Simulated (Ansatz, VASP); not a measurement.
# One calculation of WBr2Cl3, two programs

The input INCAR:

```
PREC = Accurate ; ENCUT = 500
EDIFF = 1E-6 ; ISMEAR = 0
SIGMA = 0.1 ; LREAL = False
LASPH = True ; NELM = 200
ALGO = Normal ; ISIF = 2
LWAVE = False ; LCHARG = True
ISPIN = 2 ; MAGMOM = 0.04 0 0 0 0.01 0.01 0.01 0 0 0 0.59 0.7
LORBIT = 11 ; LMAXMIX = 4
GGA = PE ; LVHAR = True
NBANDS = 65 ; GGA_COMPAT = False
KPAR = 4
```

The input KPOINTS:

```
regular mesh
0
Gamma
  6 4 1
```

POSCAR

```
WBr2Cl3
1.0
    3.2858371265      0.0000000000      0.0000000000
    0.0144123550      5.8636745150      0.0000000000
    0.3944115118      0.9834280027     17.9887895057
W Br Cl
2 4 6
Direct
    0.0050950140      0.4491916854      0.1097557922
    0.5297176893      0.7674614619      0.0870800348
    0.2642984368      0.3341634227      0.7994970386
    0.3133562257      0.8278361880      0.7977032454
    0.4834196939      0.5236173359      0.2174382893
    0.9893382139      0.0220304406      0.1723322155
    0.5044374151      0.4330378838      0.0027899229
    0.0137523442      0.9466754203      0.9921658320
    0.7507544743      0.4165618279      0.5587034193
    0.6755242872      0.0765421314      0.5702093131
    0.9832255012      0.3241286211      0.3471292502
    0.4870807045      0.8787535810      0.3451956066
```

Input for Ansatz:

```yaml
crystal:
  lattice:
    - [3.2858371265, 0.0, 0.0]
    - [0.014412355, 5.863674515, 0.0]
    - [0.3944115118, 0.9834280027, 17.9887895057]
  atoms:
    - { symbol: W, position: [0.005095014, 0.4491916854, 0.1097557922] }
    - { symbol: W, position: [0.5297176893, 0.7674614619, 0.0870800348] }
    - { symbol: Br, position: [0.2642984368, 0.3341634227, 0.7994970386] }
    - { symbol: Br, position: [0.3133562257, 0.827836188, 0.7977032454] }
    - { symbol: Br, position: [0.4834196939, 0.5236173359, 0.2174382893] }
    - { symbol: Br, position: [0.9893382139, 0.0220304406, 0.1723322155] }
    - { symbol: Cl, position: [0.5044374151, 0.4330378838, 0.0027899229] }
    - { symbol: Cl, position: [0.0137523442, 0.9466754203, 0.992165832] }
    - { symbol: Cl, position: [0.7507544743, 0.4165618279, 0.5587034193] }
    - { symbol: Cl, position: [0.6755242872, 0.0765421314, 0.5702093131] }
    - { symbol: Cl, position: [0.9832255012, 0.3241286211, 0.3471292502] }
    - { symbol: Cl, position: [0.4870807045, 0.878753581, 0.3451956066] }
basis:
  ecutwfc: 420
kpoints:
  mp_grid: { grid: [6, 4, 1] }
hamiltonian:
  xc: pbe
scf:
  occupations: { method: gaussian, width: 0.1 }
  lower_state_search: "off"
output:
  forces: true
  stress: true
  eigenvalues: true
  populations: true
magnetization:
  spin_polarized: true
```

Change from the starting cell: the structure that the rattled cell fell into.

Alike in both runs: task single point; functional PBE; k mesh 6 × 4 × 1; occupations gaussian, width 0.1 eV; collinear spin.

|  | VASP | Ansatz |
| --- | --- | --- |
| version | VASP 6.6.1 | Ansatz 0.2.0 |
| potentials or method | VASP PAW PBE potentials, release 64 (W_sv, Br, Cl), cutoff 500 eV | scalar-relativistic, plane waves, PAW |
| valence electrons in the cell | 98 | 98 |

|  | VASP | Ansatz | Ansatz less VASP |
| --- | --- | --- | --- |
| gap on the k mesh at the Fermi level (eV) | none | none | - |
| pressure (GPa) | 0.2 | 0.4 | +0.22 |
| traceless stress, the component that is largest in VASP (GPa) | -0.47 | -0.31 | +0.154 |
| rms of the force components (eV/Å) | 0.176 | 0.144 | -0.0317 |
| net moment per atom (μB) | 0.00 | 0.11 | +0.108 |
| size of the moment on the site where the two differ most (μB) | 0.02 | 0.64 | +0.621 |

The net moments are unlike, so the other rows may belong to different states. Site moments also hang on the region over which each program counts them. Atom by atom the forces differ by 0.064 eV/Å (rms over components). A gap of «none» marks a metal or a gap that the smearing closes. Ansatz's warnings: no starting moments.

Neither program's run includes spin-orbit coupling.
